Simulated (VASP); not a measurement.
# Ta4O (P4/mmm) in VASP: notebook

Runs on Ta4O. Level: LDA. Tasks: single point.

All numbers are computed with VASP 6.6.1; they aren't measurements. Logs are shortened: lines on timing, memory, paths and dates and some standing lists are left out, and cuts for length are marked.

## (1) The cell of the first run

The structure is tetragonal, space group P4/mmm (No. 123). Conventional cell: a = 3.168 Å, b = 3.168 Å, c = 7.206 Å, α = 90.00°, β = 90.00°, γ = 90.00°. Within 3.2 Å of Ta (site symmetry 4/mmm) lie 4 O at 2.24 Å and 12 Ta at 3.03 to 3.17 Å. Ta (site symmetry 4mm) has 1 O at 2.04 Å and 4 Ta at 2.73 Å within 2.8 Å. Within 3.7 Å of Ta (site symmetry 4/mmm) lie 14 Ta at 2.73 to 3.60 Å. Within 2.7 Å of O (site symmetry 4/mmm) lie 6 Ta at 2.04 to 2.24 Å.

## (2) Single point, LDA

Input file INCAR:

```
SYSTEM = Ta4O
PREC = Accurate ; ENCUT = 520
EDIFF = 1E-6 ; ISMEAR = -1
SIGMA = 0.1 ; LREAL = .FALSE.
LASPH = .TRUE. ; NELM = 100
ALGO = Normal ; ISIF = 2
LWAVE = .FALSE. ; LCHARG = .FALSE.
GGA = CA ; NBANDS = 33
```

Input file KPOINTS:

```
regular mesh
0
G
  7 7 3
  0 0 0
```

Input file POSCAR:

```
Ta4O
1.0
    3.1682081014      0.0000000000      0.0000000000
    0.0000000000      3.1682081014      0.0000000000
    0.0000000000      0.0000000000      7.2062412937
Ta O
4 1
Direct
    0.0000000000      0.0000000000      0.5000000000
    0.5000000000      0.5000000000      0.7831600000
    0.5000000000      0.5000000000      0.2168400000
    0.0000000000      0.0000000000      0.0000000000
    0.5000000000      0.5000000000      0.5000000000
```

Potentials or basis: VASP PAW LDA potentials, release 64 (Ta_pv, O).

The run is started by

```bash
$ cat potpaw_LDA.64/Ta_pv/POTCAR potpaw_LDA.64/O/POTCAR > POTCAR
$ mpirun -np 1 vasp_std > vasp.out
```

OUTCAR:

```text
SYSTEM = Ta4O
   PREC = Accurate
   ENCUT = 520
   EDIFF = 1E-6
   ISMEAR = -1
   LREAL = .FALSE.
   LASPH = .TRUE.
   NELM = 100
   ISIF = 2
   GGA = CA

 ion  position               nearest neighbor table
   1  0.000  0.000  0.500-   5 2.24   5 2.24   5 2.24   5 2.24   3 3.03   3 3.03   2 3.03   3 3.03
                             2 3.03   2 3.03   3 3.03   2 3.03   4 3.60   4 3.60
   2  0.500  0.500  0.783-   5 2.04   4 2.73   4 2.73   4 2.73   4 2.73   1 3.03   1 3.03   1 3.03
                             1 3.03   3 3.13
   3  0.500  0.500  0.217-   5 2.04   4 2.73   4 2.73   4 2.73   4 2.73   1 3.03   1 3.03   1 3.03
                             1 3.03   2 3.13
   4  0.000  0.000  0.000-   2 2.73   3 2.73   2 2.73   3 2.73   2 2.73   3 2.73   2 2.73   3 2.73
                             1 3.60   1 3.60
   5  0.500  0.500  0.500-   2 2.04   3 2.04   1 2.24   1 2.24   1 2.24   1 2.24

  LATTYP: Found a simple tetragonal cell.
 ALAT       =     3.1682081014
 C/A-ratio  =     2.2745479663

  Lattice vectors:

 A1 = (   3.1682081014,   0.0000000000,   0.0000000000)
 A2 = (   0.0000000000,   3.1682081014,   0.0000000000)
 A3 = (   0.0000000000,   0.0000000000,   7.2062412937)

Analysis of symmetry for initial positions (statically):
=====================================================================
 Subroutine PRICEL returns:
 Original cell was already a primitive cell.

 Routine SETGRP: Setting up the symmetry group for a
 simple tetragonal supercell.

 Subroutine GETGRP returns: Found 16 space group operations
 (whereof 16 operations were pure point group operations)
 out of a pool of 16 trial point group operations.

The static configuration has the point symmetry D_4h.

Analysis of symmetry for dynamics (positions and initial velocities):
=====================================================================
 Subroutine PRICEL returns:
 Original cell was already a primitive cell.

 Routine SETGRP: Setting up the symmetry group for a
 simple tetragonal supercell.

 Subroutine GETGRP returns: Found 16 space group operations
 (whereof 16 operations were pure point group operations)
 out of a pool of 16 trial point group operations.

The dynamic configuration has the point symmetry D_4h.

 Subroutine INISYM returns: Found 16 space group operations
 (whereof 16 operations are pure point group operations),
 and found     1 'primitive' translations

----------------------------------------------------------------------------------------

                                     Primitive cell

  volume of cell :      72.3330

  direct lattice vectors                    reciprocal lattice vectors
     3.168208101  0.000000000  0.000000000     0.315635832  0.000000000  0.000000000
     0.000000000  3.168208101  0.000000000     0.000000000  0.315635832  0.000000000
[... 93 lines left out ...]
   ISYM   =      2    0-nonsym 1-usesym 2-fastsym
   POTIM  = 0.5000    time-step for ionic-motion
   TEBEG  =    0.0;   TEEND  =   0.0 temperature during run
   PSTRESS=    0.0 pullay stress
   NELECT =      50.0000    total number of electrons
   NUPDOWN=      -1.0000    fix difference up-down
   EMIN   =  10.00;   EMAX   =-10.00  energy-range for DOS
   EFERMI =   0.00;   METHOD = LEGACY
   ISMEAR =    -1;   SIGMA  =   0.10  broadening in eV -4-tet -1-fermi 0-gaus
   EFERMI_NEDOS =   21; number of points for ismear=-14 and -15
   IALGO  =     38    algorithm
   IMIX   =      4    mixing-type and parameters
     AMIX     =   0.40;   BMIX     =  1.00
     AMIX_MAG =   1.60;   BMIX_MAG =  1.00
  volume/ion in A,a.u.               =      14.47        97.63
  Fermi-wavevector in a.u.,A,eV,Ry     =   1.447503  2.735384 28.507805  2.095265
  Thomas-Fermi vector in A             =   2.565450
   LORBIT       =      0    0 simple, 1 ext, 2 COOP (PROOUT), +10 PAW based schemes
   GGA     = CA    functional components
   LHFCALC =     F    Hartree Fock is set to
   AEXX    =    0.0000 exact exchange contribution
   IVDW    =     0    specifies the selected vdW correction
   LEPSILON=     F    determine dielectric tensor
   LRPA    =     F    only Hartree local field effects (RPA)
 non-spin polarized calculation
  energy-cutoff  :      520.00
  volume of cell :       72.33
 maximum number of plane-waves:      1970
 NGX is ok and might be reduce to    24
   NGX = 11   NGY = 11   NGZ = 27

 number of electron      49.9999987 magnetization

 Free energy of the ion-electron system (eV)
  ---------------------------------------------------
  ext. energy  EPLUGINS =         0.00000000
  ---------------------------------------------------
  free energy    TOTEN  =       -60.36718747 eV

  energy without entropy =      -60.30368201  energy(sigma->0) =      -60.33543474

 E-fermi :   7.0200     XC(G=0): -13.2465

 val. band max:        7.0182442343   @ k =   0.2857   0.2857   0.3333
 cond. band min:       7.1826302147   @ k =   0.4286   0.2857   0.0000
 fundamental gap:      0.1643859804
 Fermi energy:         7.0200000409

 k-point     1 :       0.0000    0.0000    0.0000
  band No.  band energies     occupation
      1     -28.2365      2.00000
      2     -28.2365      2.00000
      3     -27.8984      2.00000
      4     -27.3446      2.00000
      5     -27.1673      2.00000
      6     -26.9186      2.00000
[... 709 lines left out ...]
     32      11.6705      0.00000
     33      11.9392      0.00000

------------------------ aborting loop because EDIFF is reached ----------------------------------------

  FORCE on cell =-STRESS in cart. coord.  units (eV):
  Direction    XX          YY          ZZ          XY          YZ          ZX
  --------------------------------------------------------------------------------------
  -------------------------------------------------------------------------------------
  Total        2.5556752      2.5556752      4.5855023      0.0000000     -0.0000000     -0.0000000
  in kB       56.6082907     56.6082907    101.5690277      0.0000000     -0.0000000     -0.0000000
  external PRESSURE =      71.5952030 kB  Pullay stress =       0.0000000 kB

 VOLUME and BASIS-vectors are now :
 -----------------------------------------------------------------------------
  energy-cutoff  :      520.00
  volume of cell :       72.33
      direct lattice vectors                 reciprocal lattice vectors
     3.168208101  0.000000000  0.000000000     0.315635832  0.000000000  0.000000000
     0.000000000  3.168208101  0.000000000     0.000000000  0.315635832  0.000000000
     0.000000000  0.000000000  7.206241294     0.000000000  0.000000000  0.138768598

 POSITION                                       TOTAL-FORCE (eV/Angst)
 -----------------------------------------------------------------------------------
      0.00000      0.00000      3.60312         0.000000     -0.000000      0.000000
      1.58410      1.58410      5.64364         0.000000     -0.000000      0.169562
      1.58410      1.58410      1.56260         0.000000      0.000000     -0.169562
      0.00000      0.00000      0.00000         0.000000     -0.000000      0.000000
      1.58410      1.58410      3.60312         0.000000     -0.000000      0.000000
 -----------------------------------------------------------------------------------
    total drift:                                0.000000     -0.000000      0.000000

  FREE ENERGIE OF THE ION-ELECTRON SYSTEM (eV)
  ---------------------------------------------------
  free  energy   TOTEN  =       -60.3671874671 eV

  energy  without entropy=      -60.3036820090  energy(sigma->0) =      -60.33543474
```

OSZICAR:

```text
N       E                     dE             d eps       ncg     rms          rms(c)
DAV:   1     0.497134704518E+03    0.49713E+03   -0.27474E+04  1320   0.160E+03
DAV:   2    -0.377709374742E+02   -0.53491E+03   -0.51875E+03  1469   0.476E+02
DAV:   3    -0.643382862269E+02   -0.26567E+02   -0.25736E+02  1685   0.976E+01
DAV:   4    -0.648443311110E+02   -0.50604E+00   -0.49956E+00  1592   0.129E+01
DAV:   5    -0.648559534287E+02   -0.11622E-01   -0.11604E-01  1672   0.157E+00    0.349E+01
DAV:   6    -0.619381488604E+02    0.29178E+01   -0.27773E+01  1695   0.382E+01    0.175E+01
DAV:   7    -0.614050939005E+02    0.53305E+00   -0.15667E+01  1806   0.189E+01    0.116E+01
DAV:   8    -0.603891268336E+02    0.10160E+01   -0.40528E+00  1687   0.133E+01    0.240E+00
DAV:   9    -0.603695666852E+02    0.19560E-01   -0.33451E-01  1629   0.395E+00    0.707E-01
DAV:  10    -0.603680878412E+02    0.14788E-02   -0.22603E-02  1576   0.999E-01    0.395E-01
DAV:  11    -0.603673442585E+02    0.74358E-03   -0.43140E-03  1783   0.506E-01    0.886E-02
DAV:  12    -0.603672085552E+02    0.13570E-03   -0.12846E-03  1704   0.274E-01    0.490E-02
DAV:  13    -0.603671953211E+02    0.13234E-04   -0.11140E-04  1768   0.701E-02    0.265E-02
DAV:  14    -0.603671873388E+02    0.79823E-05   -0.44216E-05  1712   0.477E-02    0.426E-03
DAV:  15    -0.603671874671E+02   -0.12823E-06   -0.23067E-06  1199   0.975E-03
   1 F= -.60367187E+02 E0= -.60335435E+02  d E =-.635055E-01
```

stdout:

```text
POSCAR found type information on POSCAR TaO
 POSCAR found :  2 types and       5 ions
 scaLAPACK will be used
 LDA part: xc-table for (Slater(with rela. corr.)+CA(PZ))
 , standard interpolation
 POSCAR, INCAR and KPOINTS ok, starting setup
 FFT: planning ... GRIDC
 FFT: planning ... GRID_SOFT
 FFT: planning ... GRID
 WAVECAR not read
 entering main loop
```

Run time: 58 s. Hardware: 1 thread of Intel Xeon 8259CL, shared host; peak memory 0.17 GiB.

Results:

```
Free energy            : -60.3672 eV
Pressure               : 7.2 GPa
Largest force          : 0.170 eV/Å
Band gap on the k mesh : zero (bands 25 and 26 overlap by 0.83 eV)
```

Forces on the atoms (eV/Å):
```
Ta   0.000  0.000  0.000
Ta   0.000  0.000  0.170
Ta   0.000  0.000 -0.170
Ta   0.000  0.000  0.000
O    0.000  0.000  0.000
```

Stress tensor (GPa, compression positive):
```
 5.66  0.00  0.00
 0.00  5.66  0.00
 0.00  0.00 10.16
```

Levels at points of the mesh, in eV from the Fermi level:
| k point | band 23 | band 24 | band 25 | band 26 | band 27 | band 28 |
| --- | --- | --- | --- | --- | --- | --- |
| (0.00, 0.00, 0.00) | -0.54 | -0.54 | 0.21 | 0.48 | 1.15 | 1.15 |

Caveat: the cell stands under pressure; spin-orbit coupling is left out, which moves the levels of the heavy elements.

## (3) Single point, LDA

This run uses another cell than the first one, of 14.89 Å³/atom.

Input file INCAR:

```
SYSTEM = Ta4O
PREC = Accurate
ENCUT = 520
EDIFF = 1E-6
ISMEAR = -1
SIGMA = 0.1
LREAL = .False.
LASPH = .True.
NELM = 60
ALGO = Normal
ISIF = 2
LWAVE = .False.
LCHARG = .False.
NBANDS = 33
```

Input file KPOINTS:

```
regular mesh
0
Gamma
  7 7 3
  0 0 0
```

Changes to POSCAR since step 2:

```diff
@@ -2,5 +2,5 @@
 1.0
-    3.1682081014      0.0000000000      0.0000000000
-    0.0000000000      3.1682081014      0.0000000000
-    0.0000000000      0.0000000000      7.2062412937
+    3.1985277245      0.0000000000      0.0000000000
+    0.0000000000      3.1985277245      0.0000000000
+    0.0000000000      0.0000000000      7.2752047308
 Ta O
```

Potentials or basis: VASP PAW LDA potentials, release 64 (Ta_pv, O).

The run is started by

```bash
$ cat potpaw_LDA.64/Ta_pv/POTCAR potpaw_LDA.64/O/POTCAR > POTCAR
$ mpirun -np 1 vasp_std > vasp.out
```

Wall time 53 s (1 thread of Intel Xeon 8259CL, shared host); peak memory 0.17 GiB.

The run converged. Its results:

```
Free energy            : -60.4117 eV
Pressure               : -0.4 GPa
Largest force          : 0.086 eV/Å
Band gap on the k mesh : zero (bands 25 and 26 overlap by 0.70 eV)
```

Forces in eV/Å, atoms in the order of the input:
```
Ta   0.000  0.000  0.000
Ta   0.000  0.000  0.086
Ta   0.000  0.000 -0.086
Ta   0.000  0.000  0.000
O    0.000  0.000  0.000
```

Stress tensor (GPa, compression positive):
```
-1.28  0.00  0.00
 0.00 -1.28  0.00
 0.00  0.00  1.39
```

Levels at points of the mesh, in eV from the Fermi level:
```
           k point  band 21  band 22  band 23  band 24  band 25  band 26  band 27  band 28  band 29  band 30
(0.00, 0.00, 0.00)    -2.84    -1.69    -0.50    -0.50     0.08     0.47     1.12     1.12     1.37     1.67
```

Caveat: spin-orbit coupling is left out, which moves the levels of the heavy elements.

## (4) Single point, LDA

This run uses another cell than the first one, of 15.31 Å³/atom.

Input file INCAR:

```
SYSTEM = Ta4O
PREC     = Accurate       ! precision mode
ENCUT    = 520            ! plane-wave cutoff, eV
EDIFF    = 1E-7           ! SCF threshold, eV
ISMEAR   = -1             ! smearing method
SIGMA    = 0.1            ! smearing width, eV
LREAL    = .False.        ! projectors in reciprocal space
LASPH    = .True.         ! aspherical terms in the spheres
NELM     = 60             ! most SCF steps
ALGO     = Normal         ! electronic algorithm
ISIF     = 2              ! what is computed and relaxed
LWAVE    = .False.        ! write WAVECAR
LCHARG   = .False.        ! write CHGCAR
GGA      = CA             ! functional
NBANDS   = 33             ! bands
```

Input file KPOINTS:

```
Automatic mesh
0
Gamma
  7 7 3
  0 0 0
```

Changes to POSCAR since step 3:

```diff
@@ -2,5 +2,5 @@
 1.0
-    3.1985277245      0.0000000000      0.0000000000
-    0.0000000000      3.1985277245      0.0000000000
-    0.0000000000      0.0000000000      7.2752047308
+    3.2282831795      0.0000000000      0.0000000000
+    0.0000000000      3.2282831795      0.0000000000
+    0.0000000000      0.0000000000      7.3428849404
 Ta O
```

The run is started by

```bash
$ cat potpaw_LDA.64/Ta_pv/POTCAR potpaw_LDA.64/O/POTCAR > POTCAR
$ mpirun -np 1 vasp_std > vasp.out
```

Run time: 58 s. Hardware: 1 thread of Intel Xeon 8259CL, shared host; peak memory 0.18 GiB.

It converged, with:

* Free energy: -60.3642 eV
* Pressure: -6.9 GPa
* Largest force: 0.016 eV/Å
* Band gap on the k mesh: zero (bands 25 and 26 overlap by 0.68 eV)

Forces in eV/Å, atoms in the order of the input:
```
Ta   0.000  0.000  0.000
Ta   0.000  0.000  0.016
Ta   0.000  0.000 -0.016
Ta   0.000  0.000  0.000
O    0.000  0.000  0.000
```

Stress tensor (GPa, compression positive):
```
-7.28  0.00  0.00
 0.00 -7.28  0.00
 0.00  0.00 -6.16
```

Levels at points of the mesh, in eV from the Fermi level:
```csv
k point,band 22,band 23,band 24,band 25,band 26,band 27,band 28,band 29
"(0.00, 0.00, 0.00)",-1.59,-0.47,-0.47,-0.03,0.47,1.09,1.09,1.33
```

Caveat: the cell stands under tension; spin-orbit coupling is left out, which moves the levels of the heavy elements.

## (5) Overview

```tsv
cell	gap on the mesh (eV)	pressure (GPa)	largest force (eV/Å)
a = 3.168, b = 3.168, c = 7.206 Å, 5 atoms	none	7.2	0.17
a = 3.199, b = 3.199, c = 7.275 Å, 5 atoms	none	-0.4	0.09
a = 3.228, b = 3.228, c = 7.343 Å, 5 atoms	none	-6.9	0.02
```

Alike in all rows: task single point; level LDA; potentials or basis VASP PAW LDA potentials, release 64 (Ta_pv, O); no spin polarisation; k mesh 7 × 7 × 3; cutoff (eV) 520; smearing fermi-dirac 0.1 eV.

Caveats: spin-orbit coupling is left out, which moves the levels of the heavy elements; the cell stands under pressure (at least some runs); the cell stands under tension (at least some runs).

Absolute energies hang on the potentials; compare differences alone.
